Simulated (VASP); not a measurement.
Input of a VASP 6.6.1 run:

INCAR

```
SYSTEM = H5C2
PREC = Accurate
ENCUT = 520
EDIFF = 1E-6
ISMEAR = -1
SIGMA = 0.05
LREAL = Auto
LASPH = .True.
NELM = 80
ALGO = Normal
ISIF = 2
LWAVE = .False.
LCHARG = .False.
GGA = PE
IVDW = 12
NBANDS = 46
```

File KPOINTS:

```
Automatic mesh
0
Gamma
  2 2 2
  0 0 0
```

File POSCAR:

```
H5C2
1.0
    5.4080000000      0.0000000000      0.0000000000
    0.0000000000      4.8870000000      0.0000000000
   -1.8399480000      0.0000000000      7.0384810000
H C
20 8
Direct
    0.1769222316      0.7941886638      0.2206015758
    0.8406662950      0.3894209126      0.3541531191
    0.9906916331      0.0065684469      0.8040229135
    0.2055149591      0.7746470227      0.6320966129
    0.3452339676      0.8257213014      0.0305037408
    0.8176441711      0.4899324739      0.6136693414
    0.7748667421      0.0599345202      0.9545809671
    0.2267452569      0.6572130141      0.4240545652
    0.4378397999      0.1214651115      0.3067139060
    0.5769857114      0.8484141600      0.4844369119
    0.6063187035      0.6504194803      0.8035398547
    0.2297060436      0.1903826478      0.5113461271
    0.1658902903      0.2514835277      0.2718200134
    0.6602031546      0.8515449151      0.2708112731
    0.8292837710      0.4935338654      0.8716369342
    0.5081473720      0.3462042153      0.6313009867
    0.3551111413      0.3202169020      1.1038035053
    0.8890375408      0.9895232249      0.4486621474
    0.6832097518      0.6192551668      0.0314130279
    0.2903927989      0.2684264375      0.7474908293
    0.1773961544      0.9166768979      0.0869363716
    0.8778923099      0.5372416616      0.4829166975
    0.9224698135     -0.0855944342      0.9279701117
    0.1524662315      0.6056680990      0.5398181795
    0.2860611440      0.1697155719      0.1891459251
    0.7383091852      0.8111315736      0.4214119495
    0.7634278680      0.6726621649      0.9214488183
    0.2945386988      0.3395743810      0.6108136116
```

Potentials or basis: VASP PAW PBE potentials, release 64 (H, C).

The run is started by

```sh
$ cat potpaw_PBE.64/H/POTCAR potpaw_PBE.64/C/POTCAR > POTCAR
$ mpirun -np 1 vasp_std > vasp.out
```

Question: Estimate the dispersion energy per atom.

Answer: -0.061 eV.

Question: What does it give for the largest force?

Answer: 3.540 eV/Å.

Question: What does it give for the pressure?

Answer: 7.0 GPa.

Forces in eV/Å, atoms in the order of the input:
```
H   -0.211 -0.263 -1.811
H   -0.508  0.636  1.786
H   -1.409 -1.222  0.346
H   -0.269  0.817  1.223
H   -1.855  0.286  0.336
H    0.265 -1.087 -0.741
H    1.158  0.783  0.296
H    0.571  0.490 -1.544
H    1.367 -0.415  0.638
H    0.424  0.158  0.302
H   -1.722  1.489 -1.535
H   -0.509 -1.985 -1.414
H   -1.139  0.965 -0.556
H    0.016 -0.811 -0.399
H    1.968 -2.114  0.603
H   -0.770  0.150 -0.568
H   -0.178  0.512 -0.123
H   -1.695 -1.351  0.339
H   -0.808 -0.093  2.287
H   -1.083 -0.289  1.233
C    1.055 -1.973  0.742
C   -1.050  1.675 -1.498
C    0.748  3.119  1.110
C    1.198 -2.767  0.946
C   -0.246  1.233 -1.022
C    1.247  1.519 -0.257
C    0.999 -1.492 -2.288
C    2.439  2.033  1.566
```

Caveat: the k points lie up to 0.64 Å⁻¹ apart; forces of over 1 eV/Å act on the atoms, so gaps and moduli don't describe the material at rest.
